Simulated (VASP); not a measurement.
# TiNi (Pm-3m) in VASP: notebook

The runs below take TiNi through single point, with LDA.

All numbers are computed with VASP 6.6.1; they aren't measurements. Logs are shortened: lines on timing, memory, paths and dates and some standing lists are left out, and cuts for length are marked.

### Step 1. The cell of the first run

Symmetry: Pm-3m, No. 221, cubic system. The conventional cell has a = 2.906 Å, b = 2.906 Å, c = 2.906 Å, α = 90.00°, β = 90.00°, γ = 90.00°. Within 3.3 Å of Ti (site symmetry m-3m) lie 8 Ni at 2.52 Å and 6 Ti at 2.91 Å. Within 3.3 Å of Ni (site symmetry m-3m) lie 8 Ti at 2.52 Å and 6 Ni at 2.91 Å.

### Step 2. Single point, LDA, collinear spin, ferromagnetic start

Contents of INCAR:

```
SYSTEM = TiNi
PREC = Accurate
ENCUT = 520
EDIFF = 1E-6
ISMEAR = -1
SIGMA = 0.05
LREAL = .FALSE.
LASPH = .TRUE.
NELM = 150
ALGO = Normal
ISIF = 2
LWAVE = .FALSE.
LCHARG = .FALSE.
ISPIN = 2
MAGMOM = 0 1.5
LORBIT = 11
LMAXMIX = 4
NBANDS = 22
```

Contents of KPOINTS:

```
Automatic mesh
0
G
  10 10 10
  0 0 0
```

Contents of POSCAR:

```
TiNi
1.0
    2.9061596036      0.0000000000      0.0000000000
    0.0000000000      2.9061596036      0.0000000000
    0.0000000000      0.0000000000      2.9061596036
Ti Ni
1 1
Direct
    0.5000000000      0.5000000000      0.5000000000
    0.0000000000      0.0000000000      0.0000000000
```

Potentials or basis: VASP PAW LDA potentials, release 64 (Ti_sv, Ni).

The run is started by

```console
$ cat potpaw_LDA.64/Ti_sv/POTCAR potpaw_LDA.64/Ni/POTCAR > POTCAR
$ mpirun -np 1 vasp_std > vasp.out
```

OUTCAR:

```text
SYSTEM = TiNi
   PREC = Accurate
   ENCUT = 520
   EDIFF = 1E-6
   ISMEAR = -1
   LREAL = .FALSE.
   LASPH = .TRUE.
   NELM = 150
   ISIF = 2
   ISPIN = 2
   LORBIT = 11

 ion  position               nearest neighbor table
   1  0.500  0.500  0.500-   2 2.52   2 2.52   2 2.52   2 2.52   2 2.52   2 2.52   2 2.52   2 2.52

   2  0.000  0.000  0.000-   1 2.52   1 2.52   1 2.52   1 2.52   1 2.52   1 2.52   1 2.52   1 2.52

  LATTYP: Found a simple cubic cell.
 ALAT       =     2.9061596036

  Lattice vectors:

 A1 = (   2.9061596036,   0.0000000000,   0.0000000000)
 A2 = (   0.0000000000,   2.9061596036,   0.0000000000)
 A3 = (   0.0000000000,   0.0000000000,   2.9061596036)

Analysis of symmetry for initial positions (statically):
=====================================================================
 Subroutine PRICEL returns:
 Original cell was already a primitive cell.

 Routine SETGRP: Setting up the symmetry group for a
 simple cubic supercell.

 Subroutine GETGRP returns: Found 48 space group operations
 (whereof 48 operations were pure point group operations)
 out of a pool of 48 trial point group operations.

The static configuration has the point symmetry O_h .

Analysis of symmetry for dynamics (positions and initial velocities):
=====================================================================
 Subroutine PRICEL returns:
 Original cell was already a primitive cell.

 Routine SETGRP: Setting up the symmetry group for a
 simple cubic supercell.

 Subroutine GETGRP returns: Found 48 space group operations
 (whereof 48 operations were pure point group operations)
 out of a pool of 48 trial point group operations.

The dynamic configuration has the point symmetry O_h .

Analysis of structural, dynamic, and magnetic symmetry:
=====================================================================
 Subroutine PRICEL returns:
 Original cell was already a primitive cell.

 Routine SETGRP: Setting up the symmetry group for a
 simple cubic supercell.

 Subroutine GETGRP returns: Found 48 space group operations
 (whereof 48 operations were pure point group operations)
 out of a pool of 48 trial point group operations.

The overall configuration has the point symmetry O_h .

 Subroutine INISYM returns: Found 48 space group operations
 (whereof 48 operations are pure point group operations),
 and found     1 'primitive' translations

----------------------------------------------------------------------------------------

                                     Primitive cell

  volume of cell :      24.5447

  direct lattice vectors                    reciprocal lattice vectors
     2.906159604  0.000000000  0.000000000     0.344096724  0.000000000  0.000000000
     0.000000000  2.906159604  0.000000000     0.000000000  0.344096724  0.000000000
     0.000000000  0.000000000  2.906159604     0.000000000  0.000000000  0.344096724

  length of vectors
     2.906159604  2.906159604  2.906159604     0.344096724  0.344096724  0.344096724

  position of ions in fractional coordinates (direct lattice)
     0.500000000  0.500000000  0.500000000
     0.000000000  0.000000000  0.000000000

  ion indices of the primitive-cell ions
   primitive index   ion index
                 1           1
                 2           2

----------------------------------------------------------------------------------------

 KPOINTS: Automatic mesh

Automatic generation of k-mesh.
 Grid dimensions read from file:
 generate k-points for:   10   10   10

 Generating k-lattice:

  Cartesian coordinates                     Fractional coordinates (reciprocal lattice)
     0.034409672  0.000000000  0.000000000     0.100000000  0.000000000  0.000000000
     0.000000000  0.034409672  0.000000000     0.000000000  0.100000000  0.000000000
     0.000000000  0.000000000  0.034409672     0.000000000  0.000000000  0.100000000

  Length of vectors
     0.034409672  0.034409672  0.034409672

  Shift w.r.t. Gamma in fractional coordinates (k-lattice)
     0.000000000  0.000000000  0.000000000

 Subroutine IBZKPT returns following result:
 ===========================================

 Found     56 irreducible k-points:

 Following reciprocal coordinates:
            Coordinates               Weight
  0.000000  0.000000  0.000000      1.000000
  0.100000  0.000000  0.000000      6.000000
  0.200000  0.000000  0.000000      6.000000
  0.300000  0.000000  0.000000      6.000000
  0.400000  0.000000  0.000000      6.000000
  0.500000  0.000000  0.000000      3.000000
[... 16 lines left out ...]
  0.200000  0.100000  0.100000     24.000000
  0.300000  0.100000  0.100000     24.000000
 [... further k-points ...]
   k-points           NKPTS =     56   k-points in BZ     NKDIM =     56   number of bands    NBANDS=     22
   number of dos      NEDOS =    301   number of ions     NIONS =      2
   total plane-waves  NPLWV =  13824
   dimension x,y,z NGX =    24 NGY =   24 NGZ =   24
   dimension x,y,z NGXF=    48 NGYF=   48 NGZF=   48
   ions per type =               1   1
   NGX,Y,Z   is equivalent  to a cutoff of  13.73, 13.73, 13.73 a.u.
   NGXF,Y,Z  is equivalent  to a cutoff of  27.46, 27.46, 27.46 a.u.
 SYSTEM =  TiNi
   PREC   = accura    normal or accurate (medium, high low for compatibility)
   ISTART =      0    job   : 0-new  1-cont  2-samecut
   ICHARG =      2    charge: 1-file 2-atom 10-const
   ISPIN  =      2    spin polarized calculation?
   LNONCOLLINEAR =      F non collinear calculations
   LSORBIT =      F    spin-orbit coupling
   LASPH  =      T    aspherical Exc in radial PAW
   ENCUT  =  520.0 eV  38.22 Ry    6.18 a.u.   5.40  5.40  5.40*2*pi/ulx,y,z
   NELM   =    150;   NELMIN=  2; NELMDL= -5     # of ELM steps
   EDIFF  = 0.1E-05   stopping-criterion for ELM
   LREAL  =      F    real-space projection
   EDIFFG = 0.1E-04   stopping-criterion for IOM
   NSW    =      0    number of steps for IOM
   IBRION =     -1    ionic relax: 0-MD 1-quasi-New 2-CG
   NFREE  =      0    steps in history (QN), initial steepest desc. (CG)
   ISIF   =      2    stress and relaxation
   ISYM   =      2    0-nonsym 1-usesym 2-fastsym
   POTIM  = 0.5000    time-step for ionic-motion
   TEBEG  =    0.0;   TEEND  =   0.0 temperature during run
   PSTRESS=    0.0 pullay stress
   NELECT =      22.0000    total number of electrons
   NUPDOWN=      -1.0000    fix difference up-down
   EMIN   =  10.00;   EMAX   =-10.00  energy-range for DOS
   EFERMI =   0.00;   METHOD = LEGACY
   ISMEAR =    -1;   SIGMA  =   0.05  broadening in eV -4-tet -1-fermi 0-gaus
   EFERMI_NEDOS =   21; number of points for ismear=-14 and -15
   IALGO  =     38    algorithm
   IMIX   =      4    mixing-type and parameters
     AMIX     =   0.40;   BMIX     =  1.00
     AMIX_MAG =   1.60;   BMIX_MAG =  1.00
  volume/ion in A,a.u.               =      12.27        82.82
  Fermi-wavevector in a.u.,A,eV,Ry     =   1.578446  2.982830 33.898783  2.491490
  Thomas-Fermi vector in A             =   2.678975
   LORBIT       =     11    0 simple, 1 ext, 2 COOP (PROOUT), +10 PAW based schemes
   GGA     = CA    functional components
   LHFCALC =     F    Hartree Fock is set to
   AEXX    =    0.0000 exact exchange contribution
   IVDW    =     0    specifies the selected vdW correction
   LEPSILON=     F    determine dielectric tensor
   LRPA    =     F    only Hartree local field effects (RPA)
 spin polarized calculation
  energy-cutoff  :      520.00
  volume of cell :       24.54
 maximum number of plane-waves:       691
 NGX is ok and might be reduce to    24
   NGX = 11   NGY = 11   NGZ = 11

 number of electron      22.0000016 magnetization       0.0011308

 number of electron      22.0000016 magnetization      -0.0006092

 Free energy of the ion-electron system (eV)
  ---------------------------------------------------
  ext. energy  EPLUGINS =         0.00000000
  ---------------------------------------------------
  free energy    TOTEN  =       -15.88530148 eV

  energy without entropy =      -15.86642003  energy(sigma->0) =      -15.87586075

 E-fermi :  10.4908     XC(G=0): -13.2809

 val. band max:       10.4832408966   @ k =   0.4000   0.2000   0.0000
 cond. band min:      10.5025360235   @ k =   0.3000   0.3000   0.3000
 fundamental gap:      0.0192951269
 Fermi energy:        10.4907772560

 spin component 1

 k-point     1 :       0.0000    0.0000    0.0000
  band No.  band energies     occupation
      1     -45.8657      1.00000
      2     -22.3110      1.00000
      3     -22.3110      1.00000
      4     -22.3110      1.00000
      5       2.3449      1.00000
      6       6.0931      1.00000
[... 14 lines left out ...]
     21      30.8235      0.00000
     22      32.2887      0.00000
[... 552 lines left out ...]
  band No.  band energies     occupation
      1     -45.8261      1.00000
      2     -22.5719      1.00000
      3     -22.3263      1.00000
      4     -22.3236      1.00000
      5       4.4168      1.00000
      6       6.8576      1.00000
[... 14 lines left out ...]
     21      29.3452      0.00000
     22      29.5593      0.00000

 [... further k-points ...]

 spin component 2

 k-point     1 :       0.0000    0.0000    0.0000
  band No.  band energies     occupation
      1     -45.8658      1.00000
      2     -22.3112      1.00000
      3     -22.3112      1.00000
      4     -22.3112      1.00000
      5       2.3449      1.00000
      6       6.0931      1.00000
[... 14 lines left out ...]
     21      30.8239      0.00000
     22      32.2887      0.00000
[... 552 lines left out ...]
  band No.  band energies     occupation
      1     -45.8262      1.00000
      2     -22.5720      1.00000
      3     -22.3264      1.00000
      4     -22.3237      1.00000
      5       4.4168      1.00000
      6       6.8576      1.00000
[... 14 lines left out ...]
     21      29.3451      0.00000
     22      29.5592      0.00000

 [... further k-points ...]
[... 5 lines left out ...]
  --------------------------------------------------------------------------------------
  -------------------------------------------------------------------------------------
  Total        0.9728357      0.9728357      0.9728357     -0.0000000      0.0000000     -0.0000000
  in kB       63.5026256     63.5026256     63.5026256     -0.0000000      0.0000000     -0.0000000
  external PRESSURE =      63.5026256 kB  Pullay stress =       0.0000000 kB

 VOLUME and BASIS-vectors are now :
 -----------------------------------------------------------------------------
  energy-cutoff  :      520.00
  volume of cell :       24.54
      direct lattice vectors                 reciprocal lattice vectors
     2.906159604  0.000000000  0.000000000     0.344096724  0.000000000  0.000000000
     0.000000000  2.906159604  0.000000000     0.000000000  0.344096724  0.000000000
     0.000000000  0.000000000  2.906159604     0.000000000  0.000000000  0.344096724

 POSITION                                       TOTAL-FORCE (eV/Angst)
 -----------------------------------------------------------------------------------
      1.45308      1.45308      1.45308         0.000000      0.000000      0.000000
      0.00000      0.00000      0.00000         0.000000      0.000000      0.000000
 -----------------------------------------------------------------------------------
    total drift:                                0.000000      0.000000     -0.000000

  FREE ENERGIE OF THE ION-ELECTRON SYSTEM (eV)
  ---------------------------------------------------
  free  energy   TOTEN  =       -15.8853014787 eV

  energy  without entropy=      -15.8664200258  energy(sigma->0) =      -15.87586075

 total charge

# of ion       s       p       d       tot
------------------------------------------
    1        2.261   6.193   1.953  10.407
    2        0.627   0.534   8.372   9.533
--------------------------------------------------
tot          2.888   6.728  10.324  19.940

 magnetization (x)

# of ion       s       p       d       tot
------------------------------------------
    1       -0.000  -0.000  -0.000  -0.000
    2       -0.000  -0.000  -0.000  -0.000
--------------------------------------------------
tot         -0.000  -0.000  -0.000  -0.000
```

It took 31 s on 1 thread of Intel Xeon Platinum 8375C at 2.90GHz (Ice Lake), shared host; peak memory 0.17 GiB.

Results:

| Item | Value |
| --- | --- |
| Free energy | -15.8853 eV |
| Pressure | 6.4 GPa |
| Band gap on the k mesh | zero (filled and empty bands overlap) |
| Net moment | 0.00 μB per cell |
| Valence electrons inside the program's atomic spheres | Ti 10.41; Ni 9.53 |

Caveat: the starting moments collapsed, and a magnetic state may lie lower.

### Step 3. Single point, LDA, collinear spin, ferromagnetic start

This run uses another cell than the first one, of 12.81 Å³/atom, 1.043 times its volume.

Contents of INCAR:

```
PREC = Accurate
ENCUT = 520
EDIFF = 1E-7
ISMEAR = -1
SIGMA = 0.05
LREAL = F
LASPH = T
NELM = 150
ALGO = Normal
ISIF = 2
LWAVE = F
LCHARG = F
ISPIN = 2
MAGMOM = 0 1.5
LORBIT = 11
LMAXMIX = 4
NBANDS = 22
```

Contents of KPOINTS:

```
Automatic mesh
0
Gamma
  10 10 10
```

Contents of POSCAR:

```
TiNi
1.0
    2.9476817792      0.0000000000      0.0000000000
    0.0000000000      2.9476817792      0.0000000000
    0.0000000000      0.0000000000      2.9476817792
Ti Ni
1 1
Direct
    0.5000000000      0.5000000000      0.5000000000
    0.0000000000      0.0000000000      0.0000000000
```

Potentials or basis: VASP PAW LDA potentials, release 64 (Ti_sv, Ni).

The run is started by

```console
$ cat potpaw_LDA.64/Ti_sv/POTCAR potpaw_LDA.64/Ni/POTCAR > POTCAR
$ mpirun -np 1 vasp_std > vasp.out
```

OUTCAR:

```text
PREC = Accurate
   ENCUT = 520
   EDIFF = 1E-7
   ISMEAR = -1
   LREAL = F
   LASPH = T
   NELM = 150
   ISIF = 2
   ISPIN = 2
   LORBIT = 11

 ion  position               nearest neighbor table
   1  0.500  0.500  0.500-   2 2.55   2 2.55   2 2.55   2 2.55   2 2.55   2 2.55   2 2.55   2 2.55

   2  0.000  0.000  0.000-   1 2.55   1 2.55   1 2.55   1 2.55   1 2.55   1 2.55   1 2.55   1 2.55

  LATTYP: Found a simple cubic cell.
 ALAT       =     2.9476817792

  Lattice vectors:

[... 1417 lines left out ...]
  external PRESSURE =     -18.3166056 kB  Pullay stress =       0.0000000 kB

 VOLUME and BASIS-vectors are now :
 -----------------------------------------------------------------------------
  energy-cutoff  :      520.00
  volume of cell :       25.61
      direct lattice vectors                 reciprocal lattice vectors
     2.947681779  0.000000000  0.000000000     0.339249646  0.000000000  0.000000000
     0.000000000  2.947681779  0.000000000     0.000000000  0.339249646  0.000000000
     0.000000000  0.000000000  2.947681779     0.000000000  0.000000000  0.339249646

 POSITION                                       TOTAL-FORCE (eV/Angst)
 -----------------------------------------------------------------------------------
      1.47384      1.47384      1.47384         0.000000      0.000000      0.000000
      0.00000      0.00000      0.00000         0.000000      0.000000      0.000000
 -----------------------------------------------------------------------------------
    total drift:                                0.000000      0.000000     -0.000000

  FREE ENERGIE OF THE ION-ELECTRON SYSTEM (eV)
  ---------------------------------------------------
  free  energy   TOTEN  =       -15.9004798076 eV

  energy  without entropy=      -15.8807263427  energy(sigma->0) =      -15.89060308

 total charge

# of ion       s       p       d       tot
------------------------------------------
    1        2.251   6.178   1.910  10.339
    2        0.606   0.503   8.352   9.462
--------------------------------------------------
tot          2.857   6.681  10.262  19.801

 magnetization (x)

# of ion       s       p       d       tot
------------------------------------------
    1       -0.000  -0.000  -0.000  -0.000
    2       -0.000   0.000   0.000   0.000
--------------------------------------------------
tot         -0.000  -0.000   0.000  -0.000
```

OSZICAR:

```text
N       E                     dE             d eps       ncg     rms          rms(c)
DAV:   1     0.175293725962E+03    0.17529E+03   -0.10185E+04  5136   0.129E+03
DAV:   2    -0.257555351650E+01   -0.17787E+03   -0.16990E+03  4976   0.317E+02
DAV:   3    -0.175012227743E+02   -0.14926E+02   -0.14521E+02  7388   0.890E+01
DAV:   4    -0.180543905416E+02   -0.55317E+00   -0.55090E+00  5390   0.144E+01
DAV:   5    -0.180668650667E+02   -0.12475E-01   -0.12472E-01  5978   0.218E+00    0.150E+01
DAV:   6    -0.168320512954E+02    0.12348E+01   -0.10698E+01  5638   0.470E+01    0.917E+00
DAV:   7    -0.170199008568E+02   -0.18785E+00   -0.10257E+01  5990   0.378E+01    0.142E+01
DAV:   8    -0.159160981804E+02    0.11038E+01   -0.65522E+00  5698   0.238E+01    0.180E+00
DAV:   9    -0.159064982564E+02    0.95999E-02   -0.19888E-01  7322   0.475E+00    0.143E+00
DAV:  10    -0.159026136905E+02    0.38846E-02   -0.24578E-02  5902   0.169E+00    0.737E-01
DAV:  11    -0.159007883384E+02    0.18254E-02   -0.42069E-03  6848   0.713E-01    0.277E-01
DAV:  12    -0.159005297852E+02    0.25855E-03   -0.92836E-04  7004   0.279E-01    0.105E-01
DAV:  13    -0.159004814707E+02    0.48314E-04   -0.28899E-04  6708   0.148E-01    0.207E-02
DAV:  14    -0.159004816422E+02   -0.17145E-06   -0.23274E-05  5700   0.509E-02    0.166E-02
DAV:  15    -0.159004804640E+02    0.11782E-05   -0.81269E-07  5650   0.849E-03    0.872E-03
DAV:  16    -0.159004800200E+02    0.44402E-06   -0.17575E-07  4126   0.465E-03    0.539E-03
DAV:  17    -0.159004798101E+02    0.20990E-06   -0.35447E-07  3878   0.580E-03    0.115E-03
DAV:  18    -0.159004798076E+02    0.25539E-08   -0.58070E-08  3104   0.164E-03
   1 F= -.15900480E+02 E0= -.15890603E+02  d E =-.197535E-01  mag=     0.0000
```

stdout:

```text
POSCAR found type information on POSCAR TiNi
 POSCAR found :  2 types and       2 ions
 scaLAPACK will be used
 LDA part: xc-table for (Slater(with rela. corr.)+CA(PZ))
 , standard interpolation
 POSCAR, INCAR and KPOINTS ok, starting setup
 FFT: planning ... GRIDC
 FFT: planning ... GRID_SOFT
 FFT: planning ... GRID
 WAVECAR not read
 entering main loop
```

It took 34 s on 1 thread of Intel Xeon Platinum 8375C at 2.90GHz (Ice Lake), shared host; peak memory 0.17 GiB.

What came out:

```yaml
Free_energy: -15.9005 eV
Pressure: -1.8 GPa
Band_gap_on_the_k_mesh: zero (filled and empty bands overlap)
Net_moment: 0.00 μB per cell
Valence_electrons_inside_the_program's_atomic_spheres: Ti 10.34; Ni 9.46
```

Levels at points of the mesh, in eV from the Fermi level:
Spin up:
```tsv
k point	band 7	band 8	band 9	band 10	band 11	band 12	band 13	band 14	band 15	band 16
(0.00, 0.00, 0.00)	-4.15	-2.14	-2.14	-2.14	0.43	0.43	2.71	2.71	2.71	8.96
(0.50, 0.00, 0.00)	-2.95	-2.24	-2.24	-1.81	-0.85	-0.62	0.62	0.62	2.31	3.99
(0.50, 0.50, 0.00)	-2.95	-2.95	-1.38	-0.80	0.60	0.60	0.93	2.40	2.40	3.18
(0.50, 0.50, 0.50)	-2.97	-2.29	-2.29	-2.29	-1.36	-1.36	3.26	3.26	6.42	8.39
```
Spin down:
| k point | band 7 | band 8 | band 9 | band 10 | band 11 | band 12 | band 13 | band 14 | band 15 | band 16 |
| --- | --- | --- | --- | --- | --- | --- | --- | --- | --- | --- |
| (0.00, 0.00, 0.00) | -4.15 | -2.14 | -2.14 | -2.14 | 0.43 | 0.43 | 2.71 | 2.71 | 2.71 | 8.96 |
| (0.50, 0.00, 0.00) | -2.95 | -2.24 | -2.24 | -1.81 | -0.85 | -0.62 | 0.62 | 0.62 | 2.31 | 3.99 |
| (0.50, 0.50, 0.00) | -2.95 | -2.95 | -1.38 | -0.80 | 0.60 | 0.60 | 0.93 | 2.40 | 2.40 | 3.18 |
| (0.50, 0.50, 0.50) | -2.97 | -2.29 | -2.29 | -2.29 | -1.36 | -1.36 | 3.26 | 3.26 | 6.42 | 8.39 |

Caveat: the starting moments collapsed, and a magnetic state may lie lower.

(Continued in part 2 of 2.)
